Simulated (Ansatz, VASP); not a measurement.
**Ca2MgC6N6: VASP beside Ansatz**

File INCAR:

```
SYSTEM = Ca2MgC6N6
PREC = Accurate
ENCUT = 520
EDIFF = 1E-6
ISMEAR = 0
SIGMA = 0.1
LREAL = Auto
LASPH = .TRUE.
NELM = 80
ALGO = Normal
ISIF = 2
LWAVE = .FALSE.
LCHARG = .TRUE.
GGA = PE
LELF = .TRUE.
LVHAR = .TRUE.
NBANDS = 51
```

The input KPOINTS:

```
Automatic mesh
0
G
  4 4 4
  0 0 0
```

The input POSCAR:

```
Ca2MgC6N6
1.0
    0.0000000000      5.3510000000      5.3510000000
    5.3510000000      0.0000000000      5.3510000000
    5.3510000000      5.3510000000      0.0000000000
Ca Mg C N
2 1 6 6
Direct
    0.0000000000      0.0000000000      0.0000000000
    0.7500000000      0.7500000000      0.7500000000
    0.5000000000      0.5000000000      0.5000000000
    0.8032143500      0.1967856500      0.1967856500
    0.1967856500      0.1967856500      0.8032143500
    0.8032143500      0.1967856500      0.8032143500
    0.1967856500      0.8032143500      0.8032143500
    0.8032143500      0.8032143500      0.1967856500
    0.1967856500      0.8032143500      0.1967856500
    0.6938889900      0.3061110100      0.3061110100
    0.3061110100      0.3061110100      0.6938889900
    0.6938889900      0.3061110100      0.6938889900
    0.3061110100      0.6938889900      0.6938889900
    0.6938889900      0.6938889900      0.3061110100
    0.3061110100      0.6938889900      0.3061110100
```

Input for Ansatz:

```yaml
crystal:
  lattice:
    - [0.0, 5.351, 5.351]
    - [5.351, 0.0, 5.351]
    - [5.351, 5.351, 0.0]
  atoms:
    - { symbol: Ca, position: [0.0, 0.0, 0.0] }
    - { symbol: Ca, position: [0.75, 0.75, 0.75] }
    - { symbol: Mg, position: [0.5, 0.5, 0.5] }
    - { symbol: C, position: [0.80321435, 0.19678565, 0.19678565] }
    - { symbol: C, position: [0.19678565, 0.19678565, 0.80321435] }
    - { symbol: C, position: [0.80321435, 0.19678565, 0.80321435] }
    - { symbol: C, position: [0.19678565, 0.80321435, 0.80321435] }
    - { symbol: C, position: [0.80321435, 0.80321435, 0.19678565] }
    - { symbol: C, position: [0.19678565, 0.80321435, 0.19678565] }
    - { symbol: "N", position: [0.69388899, 0.30611101, 0.30611101] }
    - { symbol: "N", position: [0.30611101, 0.30611101, 0.69388899] }
    - { symbol: "N", position: [0.69388899, 0.30611101, 0.69388899] }
    - { symbol: "N", position: [0.30611101, 0.69388899, 0.69388899] }
    - { symbol: "N", position: [0.69388899, 0.69388899, 0.30611101] }
    - { symbol: "N", position: [0.30611101, 0.69388899, 0.30611101] }
basis:
  ecutwfc: 420
kpoints:
  mp_grid: { grid: [4, 4, 4] }
hamiltonian:
  xc: pbe
scf:
  occupations: { method: gaussian, width: 0.1 }
  lower_state_search: "off"
output:
  forces: true
  stress: true
  eigenvalues: true
```

Alike in both runs: task single point; functional PBE; k mesh 4 × 4 × 4; occupations gaussian, width 0.1 eV; no spin polarisation.

|  | VASP | Ansatz |
| --- | --- | --- |
| version | VASP 6.6.1 | Ansatz 0.2.0 |
| potentials or method | VASP PAW PBE potentials, release 64 (Ca_sv, Mg, C, N), cutoff 520 eV | scalar-relativistic, plane waves, PAW |
| valence electrons in the cell | 76 | 84 |

Ansatz gave:

```
gap on the k mesh at the Fermi level (eV) : 2.24
least direct gap on the mesh (eV)         : 2.28
pressure (GPa)                            : 10.7
rms of the force components (eV/Å)        : 1.508
```

Question: Estimate VASP's values.

Answer: gap on the k mesh at the Fermi level (eV): 2.24; least direct gap on the mesh (eV): 2.27; pressure (GPa): 11.2; rms of the force components (eV/Å): 1.384.

Atom by atom the forces differ by 0.197 eV/Å (rms over components). VASP's potentials hold 76 valence electrons a cell and Ansatz's 84, so a difference there can come from the potentials and not from the codes.

Noted on VASP's run: the standard files for N, O and F lose accuracy on very short bonds.
